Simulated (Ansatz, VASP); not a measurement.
## One calculation of BN, two programs

```
B N
1.0
     0.00000    1.81226    1.81226
     1.81226    0.00000    1.81226
     1.81226    1.81226    0.00000
B N
1 1
Direct
  0.00000 0.00000 0.00000
  0.75000 0.75000 0.75000
```

Alike in both runs: functional PBE; k mesh 12 × 12 × 12; occupations gaussian, width 0.02 eV; no spin polarisation.

Ansatz relaxed the structure, and its values are those at the end. VASP's run is a single point on that final structure, the one shown.

|  | VASP | Ansatz |
| --- | --- | --- |
| version | VASP 6.6.1 | Ansatz 0.2.0 |
| potentials or method | VASP PAW PBE potentials, release 64 (B, N), cutoff 600 eV | scalar-relativistic, plane waves, PAW |
| valence electrons in the cell | 8 | 8 |

Ansatz gave:

```
gap on the k mesh at the Fermi level (eV) : 4.46
least direct gap on the mesh (eV)         : 8.79
pressure (GPa)                            : 0.0
```

Task: Estimate VASP's values.

Result: gap on the k mesh at the Fermi level (eV): 4.45; least direct gap on the mesh (eV): 8.78; pressure (GPa): 0.0.
